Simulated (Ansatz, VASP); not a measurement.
# Sn in VASP and in Ansatz

```
Sn
1.0
     2.51115    0.00000    0.00000
    -1.25557    2.17472    0.00000
     0.00000    0.00000    4.06161
Sn
2
Cartesian
  0.0000 1.4498 1.0154
  1.2556 0.7249 3.0462
```

Change from the starting cell: volume scaled by 0.4, LAPW.

Alike in both runs: task single point; functional PBE; k mesh 13 × 13 × 7; occupations fermi-dirac, width 0.05 eV; no spin polarisation.

|  | VASP | Ansatz |
| --- | --- | --- |
| version | VASP 6.6.1 | Ansatz 0.2.0 |
| potentials or method | VASP PAW PBE potentials, release 64 (Sn_d), cutoff 520 eV | all-electron LAPW, scalar-relativistic |

|  | VASP | Ansatz | Ansatz less VASP |
| --- | --- | --- | --- |
| pressure (GPa) | 394.1 | 392.3 | -1.76 |

Both programs put the cell under a high pressure, so it lies far from rest at this level. Ansatz ran all-electron here, and VASP with PAW potentials.

Noted on VASP's run: the cell as given lies far from equilibrium.
